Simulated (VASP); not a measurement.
Write the native input for VASP 6.6.1 that does the following.

* Task: single point
* Functional: PBE
* Potentials or basis: VASP PAW PBE potentials, release 64 (B, Sb, Ga_d)
* Cutoff: 520 eV
* k mesh: 6 × 6 × 4
* Occupations: fermi-dirac, width 0.02 eV
* Spin: no spin polarisation
* Dipole correction: no
* Further INCAR settings: ALGO = Normal; EDIFF = 1e-07; NBANDS = 21

The structure of GaBSb2 lies in POSCAR:

```
GaBSb2
1.0
    3.9809128264      0.0000000000      0.0000000000
    0.0000000000      3.9809128264      0.0000000000
    0.0000000000      0.0000000000      5.8013475652
B Sb Ga
1 2 1
Direct
    0.0000000000      0.0000000000      0.0000000000
    0.0000000000      0.5000000000      0.2147629553
    0.5000000000      0.0000000000      0.7852370447
    0.5000000000      0.5000000000      0.5000000000
```

These files were run (other wordings do the same):

INCAR

```
SYSTEM = GaBSb2
ALGO = Normal
EDIFF = 1E-7
ENCUT = 520
GGA = PE
ISIF = 2
ISMEAR = -1
LASPH = .True.
LCHARG = .False.
LREAL = .False.
LWAVE = .False.
NBANDS = 21
NELM = 100
PREC = Accurate
SIGMA = 0.02
```

KPOINTS

```
k-points
0
Gamma
  6 6 4
  0 0 0
```

Potentials or basis: VASP PAW PBE potentials, release 64 (B, Sb, Ga_d).

Command:

```sh
$ cat potpaw_PBE.64/B/POTCAR potpaw_PBE.64/Sb/POTCAR potpaw_PBE.64/Ga_d/POTCAR > POTCAR
$ mpirun -np 1 vasp_std > vasp.out
```

Results of the run:

* Pressure: 2.3 GPa
* Largest force: 0.005 eV/Å
* Band gap on the k mesh: zero (bands 13 and 14 overlap by 0.31 eV)

Caveat: semilocal functionals underestimate gaps, so a narrow gap can read as zero; spin-orbit coupling is left out, which moves the levels of the heavy elements.

Run time: 80 s on 1 thread of Intel Xeon 8259CL, with other jobs on the host, peak memory 0.23 GiB.
